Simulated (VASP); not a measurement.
# Y4Zr in VASP: single point with PBE

Aim: the single point of Y4Zr with PBE.

Everything below comes from runs of VASP 6.6.1. Logs are shortened: lines on timing, memory, paths and dates and some standing lists are left out, and cuts for length are marked.

## (1) The cell of the first run

The cell holds a slab with vacuum, 5 atoms: a = 3.653 Å, b = 3.653 Å, c = 27.398 Å, α = 90.00°, β = 90.00°, γ = 120.00°.

## (2) Single point, PBE

The input, INCAR:

```
  PREC = Accurate
  ENCUT = 520
  EDIFF = 1E-7
  ISMEAR = -1
  SIGMA = 0.1
  LREAL = False
  LASPH = True
  NELM = 80
  ALGO = Normal
  ISIF = 2
  LWAVE = False
  LCHARG = True
  LDIPOL = True
  IDIPOL = 3
  DIPOL = 0.5 0.5 0.500
  GGA = PE
  LELF = True
  LVHAR = True
  LVACPOTAV = True
  NBANDS = 36
```

The input, KPOINTS:

```
Automatic mesh
0
Gamma
  13 13 1
```

The input, POSCAR:

```
Y4Zr
1.0
    3.6526183111      0.0000000000      0.0000000000
   -1.8263091556      3.1632602477      0.0000000000
    0.0000000000      0.0000000000     27.3984000000
Y Zr
4 1
Direct
    0.0000000000      0.0000000000      0.2940745976
    0.3333333333      0.6666666667      0.3952323815
    0.3333333333      0.6666666667      0.6047675625
    0.0000000000      0.0000000000      0.7059254377
    0.0000000000      0.0000000000      0.5000000204
```

Potentials or basis: VASP PAW PBE potentials, release 64 (Y_sv, Zr_sv).

Launch:

```sh
$ cat potpaw_PBE.64/Y_sv/POTCAR potpaw_PBE.64/Zr_sv/POTCAR > POTCAR
$ mpirun -np 1 vasp_std > vasp.out
```

OUTCAR:

```text
PREC = Accurate
   ENCUT = 520
   EDIFF = 1E-7
   ISMEAR = -1
   LREAL = False
   LASPH = True
   NELM = 80
   ISIF = 2
   GGA = PE

 ion  position               nearest neighbor table
   1  0.000  0.000  0.294-   2 3.48   2 3.48   2 3.48
   2  0.333  0.667  0.395-   1 3.48   1 3.48   1 3.48   5 3.56   5 3.56   5 3.56
   3  0.333  0.667  0.605-   4 3.48   4 3.48   4 3.48   5 3.56   5 3.56   5 3.56
   4  0.000  0.000  0.706-   3 3.48   3 3.48   3 3.48
   5  0.000  0.000  0.500-   3 3.56   3 3.56   3 3.56   2 3.56   2 3.56   2 3.56

  LATTYP: Found a hexagonal cell.
 ALAT       =     3.6526183111
 C/A-ratio  =     7.5010301286

  Lattice vectors:

 A1 = (   3.6526183111,   0.0000000000,   0.0000000000)
 A2 = (  -1.8263091556,   3.1632602477,   0.0000000000)
 A3 = (   0.0000000000,   0.0000000000,  27.3984000000)

Analysis of symmetry for initial positions (statically):
=====================================================================
 Subroutine PRICEL returns:
 Original cell was already a primitive cell.

 Routine SETGRP: Setting up the symmetry group for a
 hexagonal supercell.

 Subroutine GETGRP returns: Found 12 space group operations
 (whereof 12 operations were pure point group operations)
 out of a pool of 24 trial point group operations.

The static configuration has the point symmetry D_3h.

Analysis of symmetry for dynamics (positions and initial velocities):
=====================================================================
 Subroutine PRICEL returns:
 Original cell was already a primitive cell.

 Routine SETGRP: Setting up the symmetry group for a
 hexagonal supercell.

 Subroutine GETGRP returns: Found 12 space group operations
 (whereof 12 operations were pure point group operations)
 out of a pool of 24 trial point group operations.

The dynamic configuration has the point symmetry D_3h.

 Subroutine INISYM returns: Found 12 space group operations
 (whereof 12 operations are pure point group operations),
 and found     1 'primitive' translations

----------------------------------------------------------------------------------------

                                     Primitive cell

  volume of cell :     316.5661

  direct lattice vectors                    reciprocal lattice vectors
     3.652618311  0.000000000  0.000000000     0.273776211  0.158064769  0.000000000
    -1.826309156  3.163260248  0.000000000     0.000000000  0.316129538  0.000000000
     0.000000000  0.000000000 27.398400000     0.000000000  0.000000000  0.036498482

  length of vectors
     3.652618311  3.652618311 27.398400000     0.316129538  0.316129538  0.036498482

  position of ions in fractional coordinates (direct lattice)
     0.000000000  0.000000000  0.294074598
     0.333333333  0.666666667  0.395232382
     0.333333333  0.666666667  0.604767563
     0.000000000  0.000000000  0.705925438
     0.000000000  0.000000000  0.500000020

  ion indices of the primitive-cell ions
   primitive index   ion index
                 1           1
                 2           2
                 3           3
                 4           4
                 5           5

----------------------------------------------------------------------------------------

 KPOINTS: Automatic mesh

Automatic generation of k-mesh.
 Grid dimensions read from file:
 generate k-points for:   13   13    1

 Generating k-lattice:

  Cartesian coordinates                     Fractional coordinates (reciprocal lattice)
     0.021059709  0.012158828  0.000000000     0.076923077  0.000000000  0.000000000
     0.000000000  0.024317657  0.000000000     0.000000000  0.076923077  0.000000000
     0.000000000  0.000000000  0.036498482     0.000000000  0.000000000  1.000000000

  Length of vectors
     0.024317657  0.024317657  0.036498482

  Shift w.r.t. Gamma in fractional coordinates (k-lattice)
     0.000000000  0.000000000  0.000000000

 Subroutine IBZKPT returns following result:
 ===========================================

 Found     21 irreducible k-points:

 Following reciprocal coordinates:
            Coordinates               Weight
  0.000000  0.000000  0.000000      1.000000
  0.076923  0.000000  0.000000      6.000000
  0.153846  0.000000  0.000000      6.000000
  0.230769 -0.000000  0.000000      6.000000
  0.307692  0.000000  0.000000      6.000000
  0.384615  0.000000  0.000000      6.000000
[... 13 lines left out ...]
  0.384615  0.230769  0.000000      6.000000
  0.307692  0.307692  0.000000      6.000000
   k-points           NKPTS =     21   k-points in BZ     NKDIM =     21   number of bands    NBANDS=     36
   number of dos      NEDOS =    301   number of ions     NIONS =      5
   total plane-waves  NPLWV = 164640
   dimension x,y,z NGX =    28 NGY =   28 NGZ =  210
   dimension x,y,z NGXF=    56 NGYF=   56 NGZF=  420
   ions per type =               4   1
   NGX,Y,Z   is equivalent  to a cutoff of  12.74, 12.74, 12.74 a.u.
   NGXF,Y,Z  is equivalent  to a cutoff of  25.49, 25.49, 25.48 a.u.
 SYSTEM =  unknown system
   PREC   = accura    normal or accurate (medium, high low for compatibility)
   ISTART =      0    job   : 0-new  1-cont  2-samecut
   ICHARG =      2    charge: 1-file 2-atom 10-const
   ISPIN  =      1    spin polarized calculation?
   LNONCOLLINEAR =      F non collinear calculations
   LSORBIT =      F    spin-orbit coupling
   LASPH  =      T    aspherical Exc in radial PAW
   ENCUT  =  520.0 eV  38.22 Ry    6.18 a.u.   6.79  6.79 50.94*2*pi/ulx,y,z
   NELM   =     80;   NELMIN=  2; NELMDL= -5     # of ELM steps
   EDIFF  = 0.1E-06   stopping-criterion for ELM
   LREAL  =      F    real-space projection
   EDIFFG = 0.1E-05   stopping-criterion for IOM
   NSW    =      0    number of steps for IOM
   IBRION =     -1    ionic relax: 0-MD 1-quasi-New 2-CG
   NFREE  =      0    steps in history (QN), initial steepest desc. (CG)
   ISIF   =      2    stress and relaxation
   ISYM   =      2    0-nonsym 1-usesym 2-fastsym
   POTIM  = 0.5000    time-step for ionic-motion
   TEBEG  =    0.0;   TEEND  =   0.0 temperature during run
   PSTRESS=    0.0 pullay stress
   NELECT =      56.0000    total number of electrons
   NUPDOWN=      -1.0000    fix difference up-down
   EMIN   =  10.00;   EMAX   =-10.00  energy-range for DOS
   EFERMI =   0.00;   METHOD = LEGACY
   ISMEAR =    -1;   SIGMA  =   0.10  broadening in eV -4-tet -1-fermi 0-gaus
   EFERMI_NEDOS =   21; number of points for ismear=-14 and -15
   IALGO  =     38    algorithm
   IMIX   =      4    mixing-type and parameters
     AMIX     =   0.40;   BMIX     =  1.00
     AMIX_MAG =   1.60;   BMIX_MAG =  1.00
  volume/ion in A,a.u.               =      63.31       427.26
  Fermi-wavevector in a.u.,A,eV,Ry     =   0.919001  1.736660 11.490978  0.844563
  Thomas-Fermi vector in A             =   2.044146
   LORBIT       =      0    0 simple, 1 ext, 2 COOP (PROOUT), +10 PAW based schemes
   GGA     = PE    functional components
   LHFCALC =     F    Hartree Fock is set to
   AEXX    =    0.0000 exact exchange contribution
   IVDW    =     0    specifies the selected vdW correction
   LEPSILON=     F    determine dielectric tensor
   LRPA    =     F    only Hartree local field effects (RPA)
 non-spin polarized calculation
  energy-cutoff  :      520.00
  volume of cell :      316.57
 maximum number of plane-waves:      8556
 NGX is ok and might be reduce to    28
   NGX = 13   NGY = 13   NGZ =101

 dipolmoment           0.000000      0.000000      0.000000 electrons x Angstroem

 number of electron      56.0000001 magnetization

 dipolmoment           0.000000      0.000000     -0.000001 electrons x Angstroem

 Free energy of the ion-electron system (eV)
  ---------------------------------------------------
  ext. energy  EPLUGINS =         0.00000000
  ---------------------------------------------------
  free energy    TOTEN  =       -32.35096733 eV

  energy without entropy =      -32.00239218  energy(sigma->0) =      -32.17667975

 E-fermi :   0.3402     XC(G=0):  -5.5915

 val. band max:        0.3338573442   @ k =   0.3846   0.2308   0.0000
 cond. band min:       0.3457275997   @ k =   0.2308   0.0769   0.0000
 fundamental gap:      0.0118702554
 Fermi energy:         0.3402033310

 k-point     1 :       0.0000    0.0000    0.0000
  band No.  band energies     occupation
      1     -49.0863      2.00000
      2     -42.7554      2.00000
      3     -42.7553      2.00000
      4     -42.2139      2.00000
      5     -42.2138      2.00000
      6     -27.0891      2.00000
[... 28 lines left out ...]
     35       1.9427      0.00000
     36       1.9428      0.00000

 k-point     2 :       0.0769    0.0000    0.0000
  band No.  band energies     occupation
      1     -49.0853      2.00000
      2     -42.7534      2.00000
      3     -42.7534      2.00000
      4     -42.2120      2.00000
      5     -42.2119      2.00000
      6     -27.0876      2.00000
[... 28 lines left out ...]
     35       1.8025      0.00000
     36       2.0488      0.00000

 k-point     3 :       0.1538    0.0000    0.0000
  band No.  band energies     occupation
      1     -49.0828      2.00000
      2     -42.7481      2.00000
      3     -42.7480      2.00000
      4     -42.2068      2.00000
      5     -42.2068      2.00000
      6     -27.0832      2.00000
[... 28 lines left out ...]
     35       1.8639      0.00000
     36       2.0232      0.00000

 k-point     4 :       0.2308   -0.0000    0.0000
  band No.  band energies     occupation
      1     -49.0792      2.00000
      2     -42.7404      2.00000
      3     -42.7404      2.00000
      4     -42.1995      2.00000
      5     -42.1994      2.00000
      6     -27.0771      2.00000
[... 28 lines left out ...]
     35       1.8269      0.00000
     36       1.8743      0.00000

 k-point     5 :       0.3077    0.0000    0.0000
  band No.  band energies     occupation
      1     -49.0753      2.00000
      2     -42.7324      2.00000
      3     -42.7323      2.00000
      4     -42.1917      2.00000
      5     -42.1917      2.00000
      6     -27.0706      2.00000
[... 538 lines left out ...]
 k-point    19 :       0.3077    0.2308    0.0000
  band No.  band energies     occupation
      1     -49.0693      2.00000
      2     -42.7196      2.00000
      3     -42.7195      2.00000
      4     -42.1794      2.00000
      5     -42.1794      2.00000
      6     -27.0761      2.00000
[... 28 lines left out ...]
     35       1.4666      0.00003
     36       1.5269      0.00001

 k-point    20 :       0.3846    0.2308    0.0000
  band No.  band energies     occupation
      1     -49.0686      2.00000
      2     -42.7181      2.00000
      3     -42.7181      2.00000
      4     -42.1780      2.00000
      5     -42.1779      2.00000
      6     -27.0783      2.00000
[... 28 lines left out ...]
     35       1.3448      0.00009
     36       1.3905      0.00005

 k-point    21 :       0.3077    0.3077    0.0000
  band No.  band energies     occupation
      1     -49.0683      2.00000
      2     -42.7174      2.00000
      3     -42.7174      2.00000
      4     -42.1773      2.00000
      5     -42.1773      2.00000
      6     -27.0638      2.00000
[... 28 lines left out ...]
     35       1.1654      0.00052
     36       1.2516      0.00022

------------------------ aborting loop because EDIFF is reached ----------------------------------------

  FORCE on cell =-STRESS in cart. coord.  units (eV):
  Direction    XX          YY          ZZ          XY          YZ          ZX
  --------------------------------------------------------------------------------------
  -------------------------------------------------------------------------------------
  Total       -4.6299564     -4.6299564     -3.1289099      0.0000000      0.0000000      0.0000000
  in kB      -23.4327397    -23.4327397    -15.8357712      0.0000000      0.0000000      0.0000000
  external PRESSURE =     -20.9004169 kB  Pullay stress =       0.0000000 kB

 VOLUME and BASIS-vectors are now :
 -----------------------------------------------------------------------------
  energy-cutoff  :      520.00
  volume of cell :      316.57
      direct lattice vectors                 reciprocal lattice vectors
     3.652618311  0.000000000  0.000000000     0.273776211  0.158064769  0.000000000
    -1.826309156  3.163260248  0.000000000     0.000000000  0.316129538  0.000000000
     0.000000000  0.000000000 27.398400000     0.000000000  0.000000000  0.036498482

 POSITION                                       TOTAL-FORCE (eV/Angst)
 -----------------------------------------------------------------------------------
      0.00000      0.00000      8.05717        -0.000000      0.000000     -0.093275
     -0.00000      2.10884     10.82873         0.000000     -0.000000      0.725283
     -0.00000      2.10884     16.56966         0.000000     -0.000000     -0.725283
      0.00000      0.00000     19.34123        -0.000000      0.000000      0.093275
      0.00000      0.00000     13.69920        -0.000000      0.000000      0.000000
 -----------------------------------------------------------------------------------
    total drift:                                0.000000     -0.000000     -0.000748

  FREE ENERGIE OF THE ION-ELECTRON SYSTEM (eV)
  ---------------------------------------------------
  free  energy   TOTEN  =       -32.3509673253 eV

  energy  without entropy=      -32.0023921828  energy(sigma->0) =      -32.17667975

 vacuum level on the upper side and lower side of the slab         3.676         3.676
```

Wall time 6 min (1 thread of AMD EPYC 9R45 (Zen 5), shared host); peak memory 0.51 GiB.

What came out:

- Free energy: -32.3510 eV
- Largest force: 0.725 eV/Å
- Band gap on the k mesh: zero (bands 28 and 29 overlap by 0.70 eV)

Forces on the atoms (eV/Å):
```
Y    0.000  0.000 -0.093
Y    0.000  0.000  0.725
Y    0.000  0.000 -0.725
Y    0.000  0.000  0.093
Zr   0.000  0.000  0.000
```
